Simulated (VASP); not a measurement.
# BP: single point with HSE06

BP:

```
CELL_PARAMETERS angstrom
0.00000 2.37856 2.37856
2.37856 0.00000 2.37856
2.37856 2.37856 0.00000
ATOMIC_POSITIONS crystal
B 0.00000 0.00000 0.00000
P 0.25000 0.25000 0.25000
```

This cell differs from its parent crystal: strain +4.9%.

```yaml
Program: VASP 6.6.1
Task: single point
Functional: HSE06
Potentials_or_basis: VASP PAW PBE potentials, release 64 (B, P)
Cutoff: 520 eV
k_mesh: 6 × 6 × 6
Occupations: gaussian, width 0.01 eV
Spin: no spin polarisation
Dipole_correction: no
Grid_for_exact_exchange_PRECFOCK: Normal
Further_INCAR_settings: ALGO = Normal; EDIFF = 1e-07; NBANDS = 11
Screening_parameter: 0.2079 1/Å
```

- Pressure: -20.1 GPa
- Band gap on the k mesh: 2.25 eV, indirect (least direct gap 4.15 eV)

Levels at points of the mesh, in eV from the valence-band top:
```tsv
k point	band 1	band 2	band 3	band 4	band 5	band 6	band 7	band 8
(0.00, 0.00, 0.00)	-15.80	0.00	0.00	0.00	4.15	4.15	4.15	6.51
(0.50, 0.00, 0.00)	-12.68	-8.95	-1.73	-1.73	3.87	5.61	5.61	10.86
(0.50, 0.50, 0.00)	-11.19	-8.81	-3.97	-3.97	2.31	2.54	12.47	12.47
```

It took 5.5 min on 1 thread of AMD EPYC 9R45 96-Core Processor (Zen 5), on a shared host, peak memory 0.23 GiB.

Caveat: the cell differs from its parent crystal (strain +4.9%); the PAW data sets were made with another functional, which shifts forces and pressure a little. A k mesh can miss the band edges.
